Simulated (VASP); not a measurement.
# Se (P3_121) in VASP: a series of runs

The runs below take Se through relaxation of cell and atoms, single point, with PBEsol+D4, PBE, PBE-based screened hybrid.

Program: VASP 6.6.1. These are calculated values, not measurements. Logs are shortened: lines on timing, memory, paths and dates and some standing lists are left out, and cuts for length are marked.

### 1 The cell of the first run

It takes space group P3_121 (No. 152, trigonal). Conventional cell: a = 4.366 Å, b = 4.366 Å, c = 4.954 Å, α = 90.00°, β = 90.00°, γ = 120.00°. Within 3.1 Å of Se (site symmetry 2) lie 2 Se at 2.37 Å.

### 2 Relaxation of cell and atoms, PBEsol+D4

The input, INCAR:

```
  PREC = Accurate
  ENCUT = 600
  EDIFF = 1E-6
  ISMEAR = -1
  SIGMA = 0.05
  LREAL = False
  LASPH = True
  NELM = 80
  ALGO = Normal
  ISIF = 3
  LWAVE = False
  LCHARG = False
  GGA = PS
  IVDW = 13
  IBRION = 2
  NSW = 60
  EDIFFG = -0.01
```

The input, KPOINTS:

```
Automatic mesh
0
Gamma
  7 7 6
```

The input, POSCAR:

```
Se
1.0
    4.3662000000      0.0000000000      0.0000000000
   -2.1831000000      3.7812401180      0.0000000000
    0.0000000000      0.0000000000      4.9536000000
Se
3
Direct
    0.7746000000      0.7746000000      0.0000000000
    0.0000000000      0.2254000000      0.6666666667
    0.2254000000      0.0000000000      0.3333333333
```

Potentials or basis: VASP PAW PBE potentials, release 64 (Se).

Launch:

```console
> cat potpaw_PBE.64/Se/POTCAR > POTCAR
> mpirun -np 1 vasp_std > vasp.out
```

OUTCAR:

```text
PREC = Accurate
   ENCUT = 600
   EDIFF = 1E-6
   ISMEAR = -1
   LREAL = False
   LASPH = True
   NELM = 80
   ISIF = 3
   GGA = PS
   IVDW = 13
   IBRION = 2
   NSW = 60
   EDIFFG = -0.01

 ion  position               nearest neighbor table
   1  0.775  0.775  0.000-   2 2.37   3 2.37
   2  0.000  0.225  0.667-   1 2.37   3 2.37
   3  0.225  0.000  0.333-   1 2.37   2 2.37

  LATTYP: Found a hexagonal cell.
 ALAT       =     4.3662000000
 C/A-ratio  =     1.1345334616

  Lattice vectors:

 A1 = (   4.3662000000,   0.0000000000,   0.0000000000)
 A2 = (  -2.1831000000,   3.7812401180,   0.0000000000)
 A3 = (   0.0000000000,   0.0000000000,   4.9536000000)

Analysis of symmetry for initial positions (statically):
=====================================================================
 Subroutine PRICEL returns:
 Original cell was already a primitive cell.

 Routine SETGRP: Setting up the symmetry group for a
 hexagonal supercell.

 Subroutine GETGRP returns: Found  6 space group operations
 (whereof  2 operations were pure point group operations)
 out of a pool of 24 trial point group operations.

The static configuration has the point symmetry C_2 .
 The point group associated with its full space group is D_3 .

Analysis of symmetry for dynamics (positions and initial velocities):
=====================================================================
 Subroutine PRICEL returns:
 Original cell was already a primitive cell.

 Routine SETGRP: Setting up the symmetry group for a
 hexagonal supercell.

 Subroutine GETGRP returns: Found  6 space group operations
 (whereof  2 operations were pure point group operations)
 out of a pool of 24 trial point group operations.

The dynamic configuration has the point symmetry C_2 .
 The point group associated with its full space group is D_3 .

 Subroutine INISYM returns: Found  6 space group operations
 (whereof  2 operations are pure point group operations),
 and found     1 'primitive' translations

----------------------------------------------------------------------------------------

                                     Primitive cell

  volume of cell :      81.7822

  direct lattice vectors                    reciprocal lattice vectors
     4.366200000  0.000000000  0.000000000     0.229032110  0.132231751  0.000000000
    -2.183100000  3.781240118  0.000000000     0.000000000  0.264463501  0.000000000
     0.000000000  0.000000000  4.953600000     0.000000000  0.000000000  0.201873385

  length of vectors
     4.366200000  4.366200000  4.953600000     0.264463501  0.264463501  0.201873385

  position of ions in fractional coordinates (direct lattice)
     0.774600000  0.774600000  0.000000000
     0.000000000  0.225400000  0.666666667
     0.225400000  0.000000000  0.333333333

  ion indices of the primitive-cell ions
   primitive index   ion index
                 1           1
                 2           2
                 3           3

----------------------------------------------------------------------------------------

 KPOINTS: Automatic mesh

Automatic generation of k-mesh.
 Grid dimensions read from file:
 generate k-points for:    7    7    6

 Generating k-lattice:

  Cartesian coordinates                     Fractional coordinates (reciprocal lattice)
     0.032718873  0.018890250  0.000000000     0.142857143  0.000000000  0.000000000
     0.000000000  0.037780500  0.000000000     0.000000000  0.142857143  0.000000000
     0.000000000  0.000000000  0.033645564     0.000000000  0.000000000  0.166666667

  Length of vectors
     0.037780500  0.037780500  0.033645564

  Shift w.r.t. Gamma in fractional coordinates (k-lattice)
     0.000000000  0.000000000  0.000000000

 Subroutine IBZKPT returns following result:
 ===========================================

 Found     40 irreducible k-points:

 Following reciprocal coordinates:
            Coordinates               Weight
  0.000000  0.000000  0.000000      1.000000
  0.142857  0.000000  0.000000      6.000000
  0.285714 -0.000000  0.000000      6.000000
[... 41 lines left out ...]
  free  energy   TOTEN  =       -12.1990857204 eV

  energy  without entropy=      -12.1990805199  energy(sigma->0) =      -12.19908312

 E-fermi :   5.0136     XC(G=0): -10.0842

 val. band max:        4.6726622201   @ k =   0.4286   0.1429   0.5000
 cond. band min:       5.3098536432   @ k =   0.0000   0.0000   0.5000
 fundamental gap:      0.6371914231
 Fermi energy:         5.0135800059

 k-point     1 :       0.0000    0.0000    0.0000
  band No.  band energies     occupation
      1     -11.8635      2.00000
      2      -7.5069      2.00000
      3      -7.5069      2.00000
      4       0.8457      2.00000
      5       1.3156      2.00000
      6       1.3156      2.00000
      7       2.6203      2.00000
      8       2.6203      2.00000
      9       3.8146      2.00000
     10       6.0730      0.00000
     11       6.0730      0.00000
     12       6.6782      0.00000
     13      10.8763      0.00000
[... 353 lines left out ...]
 k-point    24 :       0.2857   -0.0000    0.3333
  band No.  band energies     occupation
      1     -10.7495      2.00000
      2      -9.3375      2.00000
      3      -6.3364      2.00000
      4      -0.7483      2.00000
      5       0.1187      2.00000
      6       0.8356      2.00000
      7       1.7269      2.00000
      8       2.2381      2.00000
      9       2.9756      2.00000
     10       6.6674      0.00000
     11       7.2527      0.00000
     12       8.1044      0.00000
     13      10.6467      0.00000

 [... further k-points ...]

[... ionic steps 4 to 9 ...]

--------------------------------------- Ionic step       10  -------------------------------------------

 number of electron      18.0000000 magnetization

------------------------ aborting loop because EDIFF is reached ----------------------------------------

  DFT-D4 for vdW energy calculation

  Edisp (eV):   -0.71793
[... 71 lines left out ...]
  energy  without entropy=      -12.2626224303  energy(sigma->0) =      -12.26262943

--------------------------------------- Ionic step       12  -------------------------------------------

 number of electron      18.0000000 magnetization

 Free energy of the ion-electron system (eV)
  ---------------------------------------------------
  ext. energy  EPLUGINS =         0.00000000
  ---------------------------------------------------
  free energy    TOTEN  =       -11.54443732 eV

  energy without entropy =      -11.54442320  energy(sigma->0) =      -11.54443026

 E-fermi :   4.6982     XC(G=0):  -9.9621

 val. band max:        4.2834895058   @ k =   0.4286   0.1429   0.5000
 cond. band min:       5.1079617562   @ k =   0.0000   0.0000   0.5000
 fundamental gap:      0.8244722504
 Fermi energy:         4.6982418635

 k-point     1 :       0.0000    0.0000    0.0000
  band No.  band energies     occupation
      1     -11.9847      2.00000
      2      -7.7837      2.00000
      3      -7.7837      2.00000
      4       0.6748      2.00000
      5       1.0273      2.00000
      6       1.0273      2.00000
      7       2.4191      2.00000
      8       2.4191      2.00000
      9       3.6444      2.00000
     10       5.7169      0.00000
     11       5.7169      0.00000
     12       6.4263      0.00000
     13      10.5620      0.00000
[... 353 lines left out ...]
 k-point    24 :       0.2857   -0.0000    0.3333
  band No.  band energies     occupation
      1     -10.9212      2.00000
      2      -9.5602      2.00000
      3      -6.5818      2.00000
      4      -0.9764      2.00000
      5      -0.1099      2.00000
      6       0.6436      2.00000
      7       1.5038      2.00000
      8       2.0407      2.00000
      9       2.7916      2.00000
     10       6.2350      0.00000
     11       6.9169      0.00000
     12       7.7043      0.00000
     13      10.3549      0.00000

 [... further k-points ...]

------------------------ aborting loop because EDIFF is reached ----------------------------------------

  DFT-D4 for vdW energy calculation

  Edisp (eV):   -0.71831

  FORCE on cell =-STRESS in cart. coord.  units (eV):
  Direction    XX          YY          ZZ          XY          YZ          ZX
  --------------------------------------------------------------------------------------
  -------------------------------------------------------------------------------------
  Total       0.00762     0.00762     0.00954    -0.00000    -0.00000    -0.00000
  in kB       0.17829     0.17829     0.22316    -0.00000    -0.00000    -0.00000
  external pressure =        0.19 kB  Pullay stress =        0.00 kB
[... 18 lines left out ...]
  FREE ENERGIE OF THE ION-ELECTRON SYSTEM (eV)
  ---------------------------------------------------
  free  energy   TOTEN  =       -12.2627446553 eV

  energy  without entropy=      -12.2627305303  energy(sigma->0) =      -12.26273759

 reached required accuracy - stopping structural energy minimisation
```

It took 3.3 min on 1 thread of Intel Xeon Platinum 8559C (Emerald Rapids), shared host; peak memory 0.24 GiB.

What came out:

| Item | Value |
| --- | --- |
| Free energy | -12.2627 eV |
| Relaxed volume | 22.84 Å³/atom |
| Relaxed cell | a = 3.922 Å, b = 3.922 Å, c = 5.144 Å, α = 90.00°, β = 90.00°, γ = 120.00° |
| Space group after relaxing (to 0.05 Å) | P3_121 (No. 152) |
| Energy gained by relaxing | 55.5 meV/atom |
| Ionic steps | 12 |
| Pressure after relaxing | 0.0 GPa |
| Largest force after relaxing | 0.005 eV/Å |
| Band gap on the k mesh | 0.82 eV, indirect (least direct gap 1.00 eV) |
| Dispersion energy per atom | -0.239 eV |

Forces in eV/Å, atoms in the order of the input:
```
Se   0.003  0.004  0.000
Se   0.003 -0.004  0.000
Se  -0.005  0.000  0.000
```

The path:
```tsv
step	energy change (eV)	largest force (eV/Å)	pressure (GPa)	volume (Å³)
1	0.0000	0.3288	-0.78	81.78
2	-0.0290	0.2619	-0.94	80.23
3	-0.1030	0.1249	-0.98	75.62
4	-0.1560	0.0206	1.64	66.73
5	-0.1603	0.0477	0.60	68.99
6	-0.1608	0.0410	0.84	68.39
7	-0.1419	0.2847	-2.67	70.30
8	-0.1645	0.0659	-0.24	68.94
9	-0.1666	0.0117	-0.04	68.56
10	-0.1666	0.0108	-0.06	68.55
11	-0.1665	0.0119	0.21	68.40
12	-0.1666	0.0052	0.02	68.52
```

Final structure:
```yaml
crystal:
  lattice:
    - [3.92194, 0.00000, 0.00000]
    - [-1.96097, 3.39650, 0.00000]
    - [0.00000, 0.00000, 5.14355]
  atoms:
    - { symbol: Se, position: [0.74139, 0.74139, 0.00000] }
    - { symbol: Se, position: [0.00000, 0.25861, 0.66667] }
    - { symbol: Se, position: [0.25861, 0.00000, 0.33333] }
```

Caveat: the volume moved by over 15 % at a fixed basis, so the end points are rough; the PAW data sets were made with another functional, which shifts forces and pressure a little; the volume moved by -16 % from the deposited cell, more than functionals usually miss. Expect the measured gap to be larger: semilocal functionals such as PBEsol lack the derivative discontinuity.

### 3 Single point, PBE

The input, INCAR:

```
ALGO     = Normal         # electronic algorithm
EDIFF    = 1E-7           # SCF threshold, eV
ENCUT    = 520            # plane-wave cutoff, eV
GGA      = PE             # functional
ISIF     = 2              # what is computed and relaxed
ISMEAR   = -1             # smearing method
LASPH    = True           # aspherical terms in the spheres
LCHARG   = False          # write CHGCAR
LREAL    = False          # projectors in reciprocal space
LWAVE    = False          # write WAVECAR
NBANDS   = 16             # bands
NELM     = 80             # most SCF steps
PREC     = Accurate       # precision mode
SIGMA    = 0.05           # smearing width, eV
```

The input, KPOINTS:

```
k-points
0
Gamma
  4 4 3
```

POSCAR is that of step 2.

Potentials or basis: VASP PAW PBE potentials, release 64 (Se).

Launch:

```console
> cat potpaw_PBE.64/Se/POTCAR > POTCAR
> mpirun -np 1 vasp_std > vasp.out
```

Run time: 9.8 s. Hardware: 1 thread of Intel Xeon Platinum 8559C (Emerald Rapids), shared host; peak memory 0.16 GiB.

It converged, with:

| Item | Value |
| --- | --- |
| Free energy | -10.4711 eV |
| Pressure | 2.9 GPa |
| Largest force | 0.413 eV/Å |
| Band gap on the k mesh | 1.59 eV, indirect (least direct gap 1.99 eV) |

Forces on the atoms (eV/Å):
```
Se  -0.206 -0.357  0.000
Se  -0.206  0.357  0.000
Se   0.413  0.000  0.000
```

Stress tensor (GPa, compression positive):
```
2.39 0.00 0.00
0.00 2.39 0.00
0.00 0.00 3.99
```

Levels at points of the mesh, in eV from the valence-band top:
```tsv
k point	band 5	band 6	band 7	band 8	band 9	band 10	band 11	band 12	band 13	band 14
(0.00, 0.00, 0.00)	-3.53	-3.45	-1.74	-1.74	-0.11	2.19	2.19	2.48	6.48	6.79
(0.50, 0.00, 0.00)	-4.41	-3.14	-2.59	-1.48	-0.70	2.24	2.64	4.42	5.58	7.98
```

Caveat: the k points lie up to 0.42 Å⁻¹ apart.

### 4 Single point, PBE-based screened hybrid

POSCAR is that of step 3.

The input, INCAR.step1:

```
ALGO = Normal
EDIFF = 1E-5
ENCUT = 520
GGA = PE
ISIF = 2
ISMEAR = -1
LASPH = True
LREAL = False
LWAVE = True
NBANDS = 16
NELM = 80
PREC = Accurate
SIGMA = 0.05
```

The input, INCAR.step2:

```
AEXX = 0.1
ALGO = Normal
EDIFF = 1E-6
ENCUT = 520
GGA = PE
HFSCREEN = 0.2078699
ISIF = 2
ISMEAR = -1
ISTART = 1
LASPH = True
LCHARG = True
LELF = True
LHFCALC = True
LREAL = False
LVHAR = True
LWAVE = False
NBANDS = 16
NELM = 80
PREC = Accurate
PRECFOCK = Normal
SIGMA = 0.05
```

KPOINTS is that of step 3.

Launch:

```console
> cat potpaw_PBE.64/Se/POTCAR > POTCAR
> cp INCAR.step1 INCAR
> mpirun -np 1 vasp_std > vasp.out
> cp INCAR.step2 INCAR
> mpirun -np 1 vasp_std > vasp.out
```

Run time: 6.4 min. Hardware: 1 thread of Intel Xeon Platinum 8559C (Emerald Rapids), shared host; peak memory 0.3 GiB.

The run converged. Its results:

```
Free energy            : -11.5552 eV
Pressure               : 1.9 GPa
Largest force          : 0.159 eV/Å
Band gap on the k mesh : 1.91 eV, indirect (least direct gap 2.30 eV)
```

Forces in eV/Å, atoms in the order of the input:
```
Se  -0.080 -0.138  0.000
Se  -0.080  0.138  0.000
Se   0.159  0.000  0.000
```

Stress tensor (GPa, compression positive):
```
1.73 0.00 0.00
0.00 1.73 0.00
0.00 0.00 2.39
```

Levels at points of the mesh, in eV from the valence-band top:
| k point | band 7 | band 8 | band 9 | band 10 | band 11 | band 12 |
| --- | --- | --- | --- | --- | --- | --- |
| (0.00, 0.00, 0.00) | -1.85 | -1.85 | -0.16 | 2.54 | 2.54 | 2.83 |
| (0.50, 0.00, 0.00) | -2.68 | -1.53 | -0.75 | 2.57 | 2.98 | 4.82 |

Caveat: the k points lie up to 0.42 Å⁻¹ apart; the PAW data sets were made with another functional, which shifts forces and pressure a little.

### 5 Single point, PBE-based screened hybrid

POSCAR is that of step 4.

The input, INCAR.step1:

```
PREC = Accurate ; ENCUT = 520
EDIFF = 1E-5 ; ISMEAR = -1
SIGMA = 0.05 ; LREAL = F
LASPH = T ; NELM = 80
ALGO = Normal ; ISIF = 2
LWAVE = T ; LCHARG = F
NBANDS = 16 ; GGA = PE
```

The input, INCAR.step2:

```
PREC = Accurate ; ENCUT = 520
EDIFF = 1E-6 ; ISMEAR = -1
SIGMA = 0.05 ; LREAL = F
LASPH = T ; NELM = 80
ALGO = Normal ; ISIF = 2
LWAVE = F ; LCHARG = F
GGA = PE ; LHFCALC = T
AEXX = 0.15 ; HFSCREEN = 0.2078699
PRECFOCK = Normal ; NBANDS = 16
ISTART = 1
```

The input, KPOINTS:

```
regular mesh
0
Gamma
  4 4 3
```

Launch:

```console
> cat potpaw_PBE.64/Se/POTCAR > POTCAR
> cp INCAR.step1 INCAR
> mpirun -np 1 vasp_std > vasp.out
> cp INCAR.step2 INCAR
> mpirun -np 1 vasp_std > vasp.out
```

Run time: 6.6 min. Hardware: 1 thread of Intel Xeon Platinum 8559C (Emerald Rapids), shared host; peak memory 0.3 GiB.

Results (log left out):

```yaml
Free_energy: -12.1096 eV
Pressure: 1.5 GPa
Largest_force: 0.035 eV/Å
Band_gap_on_the_k_mesh: 2.07 eV, indirect (least direct gap 2.46 eV)
```

Forces on the atoms (eV/Å):
```
Se  -0.017 -0.030  0.000
Se  -0.017  0.030  0.000
Se   0.035  0.000  0.000
```

Stress tensor (GPa, compression positive):
```
1.41 0.00 0.00
0.00 1.41 0.00
0.00 0.00 1.61
```

Levels at points of the mesh, in eV from the valence-band top:
```csv
k point,band 7,band 8,band 9,band 10,band 11,band 12
"(0.00, 0.00, 0.00)",-1.90,-1.90,-0.18,2.72,2.72,3.01
"(0.50, 0.00, 0.00)",-2.72,-1.55,-0.77,2.74,3.15,5.02
```

Caveat: the k points lie up to 0.42 Å⁻¹ apart; the PAW data sets were made with another functional, which shifts forces and pressure a little. A k mesh can miss the band edges.

### 6 Single point, PBE-based screened hybrid

POSCAR is that of step 5.

The input, INCAR.step1:

```
SYSTEM = Se
  PREC = Accurate
  ENCUT = 520
  EDIFF = 1E-5
  ISMEAR = -1
  SIGMA = 0.05
  LREAL = .False.
  LASPH = .True.
  NELM = 80
  ALGO = Normal
  ISIF = 2
  LWAVE = .True.
  LCHARG = .False.
  NBANDS = 16
  GGA = PE
```

The input, INCAR.step2:

```
SYSTEM = Se
  PREC = Accurate
  ENCUT = 520
  EDIFF = 1E-6
  ISMEAR = -1
  SIGMA = 0.05
  LREAL = .False.
  LASPH = .True.
  NELM = 80
  ALGO = Normal
  ISIF = 2
  LWAVE = .False.
  LCHARG = .False.
  GGA = PE
  LHFCALC = .True.
  AEXX = 0.25
  HFSCREEN = 0.2078699
  PRECFOCK = Normal
  NBANDS = 16
  ISTART = 1
```

The input, KPOINTS:

```
Automatic mesh
0
Gamma
  4 4 3
  0 0 0
```

Potentials or basis: VASP PAW PBE potentials, release 64 (Se).

Launch:

```console
> cat potpaw_PBE.64/Se/POTCAR > POTCAR
> cp INCAR.step1 INCAR
> mpirun -np 1 vasp_std > vasp.out
> cp INCAR.step2 INCAR
> mpirun -np 1 vasp_std > vasp.out
```

Wall time 7 min (1 thread of Intel Xeon Platinum 8559C (Emerald Rapids), shared host); peak memory 0.3 GiB.

Results (log left out):

```yaml
Free_energy: -13.2426 eV
Pressure: 0.6 GPa
Largest_force: 0.208 eV/Å
Band_gap_on_the_k_mesh: 2.42 eV, indirect (least direct gap 2.81 eV)
```

Forces in eV/Å, atoms in the order of the input:
```
Se   0.104  0.180  0.000
Se   0.104 -0.180  0.000
Se  -0.208  0.000  0.000
```

Stress tensor (GPa, compression positive):
```
0.78 0.00 0.00
0.00 0.78 0.00
0.00 0.00 0.09
```

Levels at points of the mesh, in eV from the valence-band top:
| k point | band 5 | band 6 | band 7 | band 8 | band 9 | band 10 | band 11 | band 12 | band 13 | band 14 |
| --- | --- | --- | --- | --- | --- | --- | --- | --- | --- | --- |
| (0.00, 0.00, 0.00) | -3.70 | -3.67 | -2.00 | -2.00 | -0.23 | 3.10 | 3.10 | 3.39 | 7.43 | 7.70 |
| (0.50, 0.00, 0.00) | -4.69 | -3.42 | -2.80 | -1.59 | -0.82 | 3.09 | 3.52 | 5.44 | 6.45 | 9.00 |

Caveat: the k points lie up to 0.42 Å⁻¹ apart; the PAW data sets were made with another functional, which shifts forces and pressure a little. A k mesh can miss the band edges.

### 7 The runs side by side

```csv
task,level,cell,k mesh,cutoff (eV),grid for exact exchange (PRECFOCK),share of exact exchange,screening parameter,gap on the mesh (eV),pressure (GPa),largest force (eV/Å)
relaxation of cell and atoms,PBEsol+D4,relaxed,7 × 7 × 6,600,-,-,-,0.82,0.0,0.01
single point,PBE,as given,4 × 4 × 3,520,-,-,-,1.59,2.9,0.41
single point,PBE-based screened hybrid,as given,4 × 4 × 3,520,Normal,0.1,0.20787 1/Å,1.91,1.9,0.16
single point,PBE-based screened hybrid,as given,4 × 4 × 3,520,Normal,0.15,0.20787 1/Å,2.07,1.5,0.03
single point,PBE-based screened hybrid,as given,4 × 4 × 3,520,Normal,0.25,0.20787 1/Å,2.42,0.6,0.21
```

Alike in all rows: potentials or basis VASP PAW PBE potentials, release 64 (Se); no spin polarisation; smearing fermi-dirac 0.05 eV.

Caveats: some runs use coarse meshes; the PAW data sets were made with another functional, which shifts forces and pressure a little (some runs); the volume moved by over 15 % at a fixed basis, so the end points are rough (some runs); the volume moved by -16 % from the deposited cell, more than functionals usually miss (some runs).

Absolute energies hang on the potentials; compare differences alone.
